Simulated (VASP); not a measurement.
# Ge (I4/mmm) in VASP: further runs

The runs below take Ge through single point, with PBEsol+D4, PBE+D3(BJ), PBE+D4, PBE.

Program: VASP 6.6.1. These are calculated values, not measurements. Logs are shortened: lines on timing, memory, paths and dates and some standing lists are left out, and cuts for length are marked.

**1. The cell of the first run**

The structure is tetragonal, space group I4/mmm (No. 139). Conventional cell: a = 3.148 Å, b = 3.148 Å, c = 3.630 Å, α = 90.00°, β = 90.00°, γ = 90.00°. Ge (site symmetry 4/mmm) has 14 Ge at 2.87 to 3.63 Å within 3.8 Å.

**2. Single point, PBEsol+D4**

INCAR reads:

```
PREC = Accurate
ENCUT = 520
EDIFF = 1E-7
ISMEAR = -1
SIGMA = 0.05
LREAL = F
LASPH = T
NELM = 80
ALGO = Normal
ISIF = 2
LWAVE = F
LCHARG = F
GGA = PS
IVDW = 13
NBANDS = 13
```

KPOINTS reads:

```
regular mesh
0
Gamma
  12 12 12
```

POSCAR reads:

```
Ge
1.0
   -1.5740061395      1.5740061395      1.8149572861
    1.5740061395     -1.5740061395      1.8149572861
    1.5740061395      1.5740061395     -1.8149572861
Ge
1
Direct
    0.5000000000      0.5000000000      0.0000000000
```

Potentials or basis: VASP PAW PBE potentials, release 64 (Ge_d).

Command:

```console
$ cat potpaw_PBE.64/Ge_d/POTCAR > POTCAR
$ mpirun -np 1 vasp_std > vasp.out
```

OUTCAR:

```text
PREC = Accurate
   ENCUT = 520
   EDIFF = 1E-7
   ISMEAR = -1
   LREAL = F
   LASPH = T
   NELM = 80
   ISIF = 2
   GGA = PS
   IVDW = 13

 ion  position               nearest neighbor table
   1  0.500  0.500  0.000-

  LATTYP: Found a body centered tetragonal cell.
 ALAT       =     3.1480122790
 C/A-ratio  =     1.1530814528

  Lattice vectors:

 A1 = (  -1.5740061395,   1.5740061395,   1.8149572861)
 A2 = (   1.5740061395,  -1.5740061395,   1.8149572861)
 A3 = (   1.5740061395,   1.5740061395,  -1.8149572861)

Analysis of symmetry for initial positions (statically):
=====================================================================
 Subroutine PRICEL returns:
 Original cell was already a primitive cell.

 Routine SETGRP: Setting up the symmetry group for a
 body centered tetragonal supercell.

 Subroutine GETGRP returns: Found 16 space group operations
 (whereof 16 operations were pure point group operations)
 out of a pool of 16 trial point group operations.

The static configuration has the point symmetry D_4h.

Analysis of symmetry for dynamics (positions and initial velocities):
=====================================================================
 Subroutine PRICEL returns:
 Original cell was already a primitive cell.

 Routine SETGRP: Setting up the symmetry group for a
 body centered tetragonal supercell.

 Subroutine GETGRP returns: Found 16 space group operations
 (whereof 16 operations were pure point group operations)
 out of a pool of 16 trial point group operations.

The dynamic configuration has the point symmetry D_4h.

 Subroutine INISYM returns: Found 16 space group operations
 (whereof 16 operations are pure point group operations),
 and found     1 'primitive' translations

----------------------------------------------------------------------------------------

                                     Primitive cell

  volume of cell :      17.9862

  direct lattice vectors                    reciprocal lattice vectors
    -1.574006140  1.574006140  1.814957286     0.000000000  0.317660769  0.275488577
     1.574006140 -1.574006140  1.814957286     0.317660769  0.000000000  0.275488577
     1.574006140  1.574006140 -1.814957286     0.317660769  0.317660769  0.000000000

  length of vectors
     2.872117791  2.872117791  2.872117791     0.420478680  0.420478680  0.449240167

  position of ions in fractional coordinates (direct lattice)
     0.500000000  0.500000000  0.000000000

  ion indices of the primitive-cell ions
   primitive index   ion index
                 1           1

----------------------------------------------------------------------------------------

 KPOINTS: regular mesh

Automatic generation of k-mesh.
 Grid dimensions read from file:
 generate k-points for:   12   12   12

 Generating k-lattice:

  Cartesian coordinates                     Fractional coordinates (reciprocal lattice)
     0.000000000  0.026471731  0.022957381     0.083333333  0.000000000 -0.000000000
     0.026471731  0.000000000  0.022957381     0.000000000  0.083333333 -0.000000000
     0.026471731  0.026471731  0.000000000     0.000000000  0.000000000  0.083333333

  Length of vectors
     0.035039890  0.035039890  0.037436681

  Shift w.r.t. Gamma in fractional coordinates (k-lattice)
     0.000000000  0.000000000  0.000000000

 Subroutine IBZKPT returns following result:
 ===========================================

 Found    163 irreducible k-points:

 Following reciprocal coordinates:
            Coordinates               Weight
  0.000000  0.000000  0.000000      1.000000
  0.083333  0.000000 -0.000000      8.000000
  0.166667  0.000000  0.000000      8.000000
  0.250000  0.000000  0.000000      8.000000
  0.333333  0.000000  0.000000      8.000000
  0.416667  0.000000 -0.000000      8.000000
[... 16 lines left out ...]
  0.500000  0.166667  0.000000     16.000000
 -0.416667  0.166667  0.000000     16.000000
 [... further k-points ...]
   k-points           NKPTS =    163   k-points in BZ     NKDIM =    163   number of bands    NBANDS=     13
   number of dos      NEDOS =    301   number of ions     NIONS =      1
   total plane-waves  NPLWV =  13824
   dimension x,y,z NGX =    24 NGY =   24 NGZ =   24
   dimension x,y,z NGXF=    48 NGYF=   48 NGZF=   48
   ions per type =               1
   NGX,Y,Z   is equivalent  to a cutoff of  13.89, 13.89, 13.89 a.u.
   NGXF,Y,Z  is equivalent  to a cutoff of  27.78, 27.78, 27.78 a.u.
 SYSTEM =  unknown system
   PREC   = accura    normal or accurate (medium, high low for compatibility)
   ISTART =      0    job   : 0-new  1-cont  2-samecut
   ICHARG =      2    charge: 1-file 2-atom 10-const
   ISPIN  =      1    spin polarized calculation?
   LNONCOLLINEAR =      F non collinear calculations
   LSORBIT =      F    spin-orbit coupling
   LASPH  =      T    aspherical Exc in radial PAW
   ENCUT  =  520.0 eV  38.22 Ry    6.18 a.u.   5.34  5.34  5.34*2*pi/ulx,y,z
   NELM   =     80;   NELMIN=  2; NELMDL= -5     # of ELM steps
   EDIFF  = 0.1E-06   stopping-criterion for ELM
   LREAL  =      F    real-space projection
   EDIFFG = 0.1E-05   stopping-criterion for IOM
   NSW    =      0    number of steps for IOM
   IBRION =     -1    ionic relax: 0-MD 1-quasi-New 2-CG
   NFREE  =      0    steps in history (QN), initial steepest desc. (CG)
   ISIF   =      2    stress and relaxation
   ISYM   =      2    0-nonsym 1-usesym 2-fastsym
   POTIM  = 0.5000    time-step for ionic-motion
   TEBEG  =    0.0;   TEEND  =   0.0 temperature during run
   PSTRESS=    0.0 pullay stress
   NELECT =      14.0000    total number of electrons
   NUPDOWN=      -1.0000    fix difference up-down
   EMIN   =  10.00;   EMAX   =-10.00  energy-range for DOS
   EFERMI =   0.00;   METHOD = LEGACY
   ISMEAR =    -1;   SIGMA  =   0.05  broadening in eV -4-tet -1-fermi 0-gaus
   EFERMI_NEDOS =   21; number of points for ismear=-14 and -15
   IALGO  =     38    algorithm
   IMIX   =      4    mixing-type and parameters
     AMIX     =   0.40;   BMIX     =  1.00
     AMIX_MAG =   1.60;   BMIX_MAG =  1.00
  volume/ion in A,a.u.               =      17.99       121.38
  Fermi-wavevector in a.u.,A,eV,Ry     =   1.505929  2.845793 30.855584  2.267821
  Thomas-Fermi vector in A             =   2.616713
   LORBIT       =      0    0 simple, 1 ext, 2 COOP (PROOUT), +10 PAW based schemes
   GGA     = PS    functional components
   LHFCALC =     F    Hartree Fock is set to
   AEXX    =    0.0000 exact exchange contribution
   IVDW    =    13    specifies the selected vdW correction
   LEPSILON=     F    determine dielectric tensor
   LRPA    =     F    only Hartree local field effects (RPA)
 non-spin polarized calculation
  energy-cutoff  :      520.00
  volume of cell :       17.99
 maximum number of plane-waves:       496
 NGX is ok and might be reduce to    24
   NGX = 11   NGY = 11   NGZ = 11

 number of electron      14.0000004 magnetization

 Free energy of the ion-electron system (eV)
  ---------------------------------------------------
  ext. energy  EPLUGINS =         0.00000000
  ---------------------------------------------------
  free energy    TOTEN  =        -4.65178579 eV

  energy without entropy =       -4.64742597  energy(sigma->0) =       -4.64960588

 E-fermi :   7.2717     XC(G=0): -11.6791

 val. band max:        7.2573677330   @ k =  -0.3333  -0.3333   0.2500
 cond. band min:       7.3033992094   @ k =   0.3333   0.2500   0.1667
 fundamental gap:      0.0460314763
 Fermi energy:         7.2717130765

 k-point     1 :       0.0000    0.0000    0.0000
  band No.  band energies     occupation
      1     -17.5021      2.00000
      2     -17.5021      2.00000
      3     -17.4792      2.00000
      4     -17.4336      2.00000
      5     -17.3886      2.00000
      6      -6.4095      2.00000
      7      16.5032      0.00000
      8      16.8539      0.00000
      9      16.8539      0.00000
     10      21.6694      0.00000
     11      21.6694      0.00000
     12      23.0961      0.00000
     13      23.1081      0.00000

 k-point     2 :       0.0833    0.0000   -0.0000
  band No.  band energies     occupation
      1     -17.4988      2.00000
      2     -17.4986      2.00000
      3     -17.4754      2.00000
      4     -17.4341      2.00000
      5     -17.3905      2.00000
      6      -6.2260      2.00000
      7      15.0203      0.00000
      8      16.2840      0.00000
      9      16.5354      0.00000
     10      21.0006      0.00000
     11      21.9173      0.00000
     12      22.7547      0.00000
     13      24.0431      0.00000

 k-point     3 :       0.1667    0.0000    0.0000
  band No.  band energies     occupation
      1     -17.4991      2.00000
      2     -17.4914      2.00000
      3     -17.4551      2.00000
      4     -17.4351      2.00000
      5     -17.3950      2.00000
      6      -5.6750      2.00000
      7      11.8950      0.00000
      8      15.1831      0.00000
      9      16.1760      0.00000
     10      20.1302      0.00000
     11      20.9808      0.00000
     12      22.7665      0.00000
     13      23.8808      0.00000
[... 305 lines left out ...]
 k-point    23 :       0.5000    0.1667    0.0000
  band No.  band energies     occupation
      1     -17.5132      2.00000
      2     -17.4745      2.00000
      3     -17.4263      2.00000
      4     -17.4041      2.00000
      5     -17.3682      2.00000
      6      -1.0990      2.00000
      7       3.2516      2.00000
      8       9.2948      0.00000
      9      12.9911      0.00000
     10      18.9554      0.00000
     11      20.7738      0.00000
     12      24.3491      0.00000
     13      28.8351      0.00000

 k-point    24 :      -0.4167    0.1667    0.0000
  band No.  band energies     occupation
      1     -17.5126      2.00000
      2     -17.4781      2.00000
      3     -17.4267      2.00000
      4     -17.4075      2.00000
      5     -17.3777      2.00000
      6      -2.6835      2.00000
      7       5.7319      2.00000
      8      10.0972      0.00000
      9      13.0851      0.00000
     10      18.3132      0.00000
     11      21.1437      0.00000
     12      24.2547      0.00000
     13      26.2210      0.00000

 [... further k-points ...]

------------------------ aborting loop because EDIFF is reached ----------------------------------------

  DFT-D4 for vdW energy calculation

  Edisp (eV):   -0.23213

  FORCE on cell =-STRESS in cart. coord.  units (eV):
  Direction    XX          YY          ZZ          XY          YZ          ZX
  --------------------------------------------------------------------------------------
  -------------------------------------------------------------------------------------
  Total       0.00680     0.00680     0.00742     0.00000     0.00000     0.00000
  in kB       0.60560     0.60560     0.66114     0.00000     0.00000     0.00000
  external pressure =        0.62 kB  Pullay stress =        0.00 kB

 VOLUME and BASIS-vectors are now :
 -----------------------------------------------------------------------------
  energy-cutoff  :      520.00
  volume of cell :       17.99
      direct lattice vectors                 reciprocal lattice vectors
    -1.574006140  1.574006140  1.814957286     0.000000000  0.317660769  0.275488577
     1.574006140 -1.574006140  1.814957286     0.317660769  0.000000000  0.275488577
     1.574006140  1.574006140 -1.814957286     0.317660769  0.317660769  0.000000000

 POSITION                                       TOTAL-FORCE (eV/Angst)
 -----------------------------------------------------------------------------------
      0.00000      0.00000      1.81496         0.000000      0.000000      0.000000
 -----------------------------------------------------------------------------------
    total drift:                               -0.000000      0.000000      0.000000

  FREE ENERGIE OF THE ION-ELECTRON SYSTEM (eV)
  ---------------------------------------------------
  free  energy   TOTEN  =        -4.8839185941 eV

  energy  without entropy=       -4.8795587794  energy(sigma->0) =       -4.88173869
```

Wall time 16 s (1 thread of AMD EPYC 9R45 (Zen 5), shared host); peak memory 0.13 GiB.

What came out:

* Free energy: -4.8839 eV
* Pressure: 0.1 GPa
* Band gap on the k mesh: zero (band 7 reaches 16.50 eV, above the bottom of band 8 at 4.17 eV)
* Dispersion energy per atom: -0.232 eV

Levels at points of the mesh, in eV from the Fermi level:
```tsv
k point	band 3	band 4	band 5	band 6	band 7	band 8	band 9	band 10	band 11	band 12
(0.00, 0.00, 0.00)	-24.75	-24.71	-24.66	-13.68	9.23	9.58	9.58	14.40	14.40	15.82
(0.50, 0.00, 0.00)	-24.70	-24.66	-24.62	-7.93	-5.86	5.35	7.72	10.73	10.88	16.42
(0.50, 0.50, 0.00)	-24.67	-24.65	-24.61	-6.83	-5.32	3.35	4.94	8.09	8.14	23.31
(0.50, 0.50, 0.50)	-24.65	-24.62	-24.62	-3.16	-2.60	0.60	0.60	4.36	5.12	27.24
```

Caveat: the PAW data sets were made with another functional, which shifts forces and pressure a little; pairwise dispersion overbinds metals, which lowers pressure and volume.

**3. Single point, PBE+D3(BJ)**

This run uses another cell than the first one, of 18.64 Å³/atom, 1.036 times its volume.

INCAR reads:

```
SYSTEM = Ge
  PREC = Accurate
  ENCUT = 520
  EDIFF = 1E-6
  ISMEAR = -1
  SIGMA = 0.05
  LREAL = .FALSE.
  LASPH = .TRUE.
  NELM = 60
  ALGO = Normal
  ISIF = 2
  LWAVE = .FALSE.
  LCHARG = .TRUE.
  GGA = PE
  IVDW = 12
  LELF = .TRUE.
  LVHAR = .TRUE.
  NBANDS = 13
```

KPOINTS reads:

```
Automatic mesh
0
G
  12 12 12
  0 0 0
```

POSCAR reads:

```
Ge
1.0
   -1.5562104751      1.5562104751      1.9241384909
    1.5562104751     -1.5562104751      1.9241384909
    1.5562104751      1.5562104751     -1.9241384909
Ge
1
Direct
    0.5000000000      0.5000000000      0.0000000000
```

Potentials or basis: VASP PAW PBE potentials, release 64 (Ge_d).

Command:

```console
$ cat potpaw_PBE.64/Ge_d/POTCAR > POTCAR
$ mpirun -np 1 vasp_std > vasp.out
```

Run time: 15 s. Hardware: 1 thread of AMD EPYC 9R45 (Zen 5), shared host; peak memory 0.14 GiB.

The run converged. Its results:

* Free energy: -4.5330 eV
* Pressure: 0.0 GPa
* Band gap on the k mesh: zero (band 7 reaches 15.91 eV, above the bottom of band 8 at 4.21 eV)
* Dispersion energy per atom: -0.355 eV

Levels at points of the mesh, in eV from the Fermi level:
```
           k point  band 4  band 5  band 6  band 7  band 8  band 9  band 10  band 11
(0.00, 0.00, 0.00)  -24.83  -24.79  -13.41    8.86    9.10    9.10    13.93    13.93
(0.50, 0.00, 0.00)  -24.78  -24.75   -7.98   -5.71    5.66    7.59    11.01    11.32
(0.50, 0.50, 0.00)  -24.77  -24.74   -6.46   -4.93    2.88    3.96     7.32     7.37
(0.50, 0.50, 0.50)  -24.75  -24.75   -4.08   -3.29    1.20    1.20     4.87     5.57
```

Caveat: pairwise dispersion overbinds metals, which lowers pressure and volume.

**4. Single point, PBE+D4**

This run uses another cell than the first one, of 18.64 Å³/atom, 1.036 times its volume.

INCAR reads:

```
SYSTEM = Ge
PREC = Accurate ; ENCUT = 520
EDIFF = 1E-6 ; ISMEAR = -1
SIGMA = 0.05 ; LREAL = .False.
LASPH = .True. ; NELM = 100
ALGO = Normal ; ISIF = 2
LWAVE = .False. ; LCHARG = .False.
GGA = PE ; IVDW = 13
NBANDS = 13
```

KPOINTS reads:

```
Automatic mesh
0
Gamma
  12 12 12
  0 0 0
```

POSCAR reads:

```
Ge
1.0
   -1.5557455324      1.5557455324      1.9250435228
    1.5557455324     -1.5557455324      1.9250435228
    1.5557455324      1.5557455324     -1.9250435228
Ge
1
Direct
    0.5000000000      0.5000000000      0.0000000000
```

Potentials or basis: VASP PAW PBE potentials, release 64 (Ge_d).

Command:

```console
$ cat potpaw_PBE.64/Ge_d/POTCAR > POTCAR
$ mpirun -np 1 vasp_std > vasp.out
```

OUTCAR:

```text
SYSTEM = Ge
   PREC = Accurate
   ENCUT = 520
   EDIFF = 1E-6
   ISMEAR = -1
   LREAL = .False.
   LASPH = .True.
   NELM = 100
   ISIF = 2
   GGA = PE
   IVDW = 13

 ion  position               nearest neighbor table
   1  0.500  0.500  0.000-

  LATTYP: Found a body centered tetragonal cell.
 ALAT       =     3.1114910648
 C/A-ratio  =     1.2373768606

  Lattice vectors:

 A1 = (  -1.5557455324,   1.5557455324,   1.9250435228)
 A2 = (   1.5557455324,  -1.5557455324,   1.9250435228)
 A3 = (   1.5557455324,   1.5557455324,  -1.9250435228)

Analysis of symmetry for initial positions (statically):
=====================================================================
 Subroutine PRICEL returns:
 Original cell was already a primitive cell.

 Routine SETGRP: Setting up the symmetry group for a
 body centered tetragonal supercell.

 Subroutine GETGRP returns: Found 16 space group operations
 (whereof 16 operations were pure point group operations)
 out of a pool of 16 trial point group operations.

The static configuration has the point symmetry D_4h.

[... 168 lines left out ...]
      2     -17.8190      2.00000
      3     -17.7855      2.00000
      4     -17.7734      2.00000
      5     -17.7282      2.00000
      6      -6.3466      2.00000
      7      15.9177      0.00000
      8      16.1644      0.00000
      9      16.1644      0.00000
     10      20.9889      0.00000
     11      20.9889      0.00000
     12      21.9796      0.00000
     13      22.3389      0.00000
[... 354 lines left out ...]
  band No.  band energies     occupation
      1     -17.8265      2.00000
      2     -17.7966      2.00000
      3     -17.7600      2.00000
      4     -17.7378      2.00000
      5     -17.7092      2.00000
      6      -2.6601      2.00000
      7       5.2738      2.00000
      8      10.2553      0.00000
      9      12.5390      0.00000
     10      17.0566      0.00000
     11      21.3267      0.00000
     12      23.7444      0.00000
     13      25.2689      0.00000

 [... further k-points ...]

------------------------ aborting loop because EDIFF is reached ----------------------------------------

  DFT-D4 for vdW energy calculation

  Edisp (eV):   -0.38523

  FORCE on cell =-STRESS in cart. coord.  units (eV):
  Direction    XX          YY          ZZ          XY          YZ          ZX
  --------------------------------------------------------------------------------------
  -------------------------------------------------------------------------------------
  Total      -0.00496    -0.00496    -0.00619     0.00000    -0.00000     0.00000
  in kB      -0.42673    -0.42673    -0.53193     0.00000    -0.00000     0.00000
  external pressure =       -0.46 kB  Pullay stress =        0.00 kB

 VOLUME and BASIS-vectors are now :
 -----------------------------------------------------------------------------
  energy-cutoff  :      520.00
  volume of cell :       18.64
      direct lattice vectors                 reciprocal lattice vectors
    -1.555745532  1.555745532  1.925043523     0.000000000  0.321389321  0.259734387
     1.555745532 -1.555745532  1.925043523     0.321389321  0.000000000  0.259734387
     1.555745532  1.555745532 -1.925043523     0.321389321  0.321389321  0.000000000

 POSITION                                       TOTAL-FORCE (eV/Angst)
 -----------------------------------------------------------------------------------
      0.00000      0.00000      1.92504         0.000000      0.000000      0.000000
 -----------------------------------------------------------------------------------
    total drift:                               -0.000000      0.000000      0.000000

  FREE ENERGIE OF THE ION-ELECTRON SYSTEM (eV)
  ---------------------------------------------------
  free  energy   TOTEN  =        -4.5636191035 eV

  energy  without entropy=       -4.5595989249  energy(sigma->0) =       -4.56160901
```

stdout:

```text
POSCAR found type information on POSCAR Ge
 POSCAR found :  1 types and       1 ions
 scaLAPACK will be used
 LDA part: xc-table for (Slater+PW92), standard interpolation
 POSCAR, INCAR and KPOINTS ok, starting setup
 FFT: planning ... GRIDC
 FFT: planning ... GRID_SOFT
 FFT: planning ... GRID
 WAVECAR not read
 entering main loop
```

Run time: 14 s. Hardware: 1 thread of AMD EPYC 9R45 (Zen 5), shared host; peak memory 0.13 GiB.

Results:

- Free energy: -4.5636 eV
- Pressure: 0.0 GPa
- Band gap on the k mesh: zero (band 7 reaches 15.92 eV, above the bottom of band 8 at 4.21 eV)
- Dispersion energy per atom: -0.385 eV

Caveat: pairwise dispersion overbinds metals, which lowers pressure and volume.

(Continued in part 2 of 2.)
